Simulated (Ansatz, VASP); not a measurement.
Si3Ge: VASP beside Ansatz

```
CELL_PARAMETERS angstrom
2.70904 0.00000 0.00000
0.00000 5.03374 0.00000
0.00000 0.00000 4.71950
ATOMIC_POSITIONS crystal
Si 0.50000 0.00000 0.00000
Si 0.50000 0.50000 0.00000
Si 0.00000 0.50000 0.50000
Ge 0.00000 0.00000 0.50000
```

Alike in both runs: functional PBE; k mesh 16 × 10 × 10; occupations gaussian, width 0.1 eV; no spin polarisation.

Ansatz relaxed the structure, and its values are those at the end. VASP's run is a single point on that final structure, the one shown.

|  | VASP | Ansatz |
| --- | --- | --- |
| version | VASP 6.6.1 | Ansatz 0.2.0 |
| potentials or method | VASP PAW PBE potentials, release 64 (Si, Ge_d), cutoff 520 eV | scalar-relativistic, plane waves, PAW |
| valence electrons in the cell | 26 | 26 |

|  | VASP | Ansatz | Ansatz less VASP |
| --- | --- | --- | --- |
| gap on the k mesh at the Fermi level (eV) | none | none | - |
| pressure (GPa) | -0.1 | 0.0 | +0.05 |

A gap of «none» marks a metal or a gap that the smearing closes.
